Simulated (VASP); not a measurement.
A run of VASP 6.6.1:

Contents of INCAR:

```
SYSTEM = WC
ALGO = Normal ; EDIFF = 1E-6
ENCUT = 520 ; GGA = PE
ISIF = 2 ; ISMEAR = -1
LASPH = .True. ; LCHARG = .True.
LELF = .True. ; LREAL = Auto
LVHAR = .True. ; LWAVE = .False.
NBANDS = 86 ; NELM = 80
PREC = Accurate ; SIGMA = 0.24
```

Contents of KPOINTS:

```
k-points
0
Gamma
  2 2 2
  0 0 0
```

POSCAR

```
WC
1.0
   -2.9713940000     -5.1466060000      0.0000000000
    4.4570910000     -2.5733030000      0.0000000000
    0.0000000000      0.0000000000      5.8387320000
W C
8 8
Direct
    0.7403316296      0.5426896068      0.0305888333
    0.7490741467      0.5363575537      0.5372570620
    0.5045117090      0.0374915085      0.0328838522
    0.4896048918      0.0418903356      0.5434399113
    0.2520326667      0.5420998480      0.0483324119
    0.2560044469      0.5502445603      0.5403741771
   -0.0081582867      0.0383116512      0.0377307950
    0.0025934284      0.0500340014      0.5339686768
    0.4939530159      0.7118160764      0.2965198608
    0.4919514416      0.7107284913      0.7896235004
    0.2534882619      0.2057650383      0.2911248538
    0.2590490791      0.2370014162      0.7973649073
    0.0038813072      0.7016758000      0.2911762348
   -0.0021234830      0.7168330858      0.7851704788
    0.7368872325      0.2159216182      0.2883502788
    0.7616271593      0.1962478153      0.7973991613
```

Potentials or basis: VASP PAW PBE potentials, release 64 (W_sv, C).

Command:

```sh
$ cat potpaw_PBE.64/W_sv/POTCAR potpaw_PBE.64/C/POTCAR > POTCAR
$ mpirun -np 1 vasp_std > vasp.out
```

Hardware: 1 thread of Intel Xeon 8259CL (shared host).

**Question.** Estimate the wall time of this run.

**Answer.** Run time: 7.4 min on 1 thread of Intel Xeon 8259CL (shared host), peak memory 0.33 GiB. Counts: scf iterations 16, k points 8.
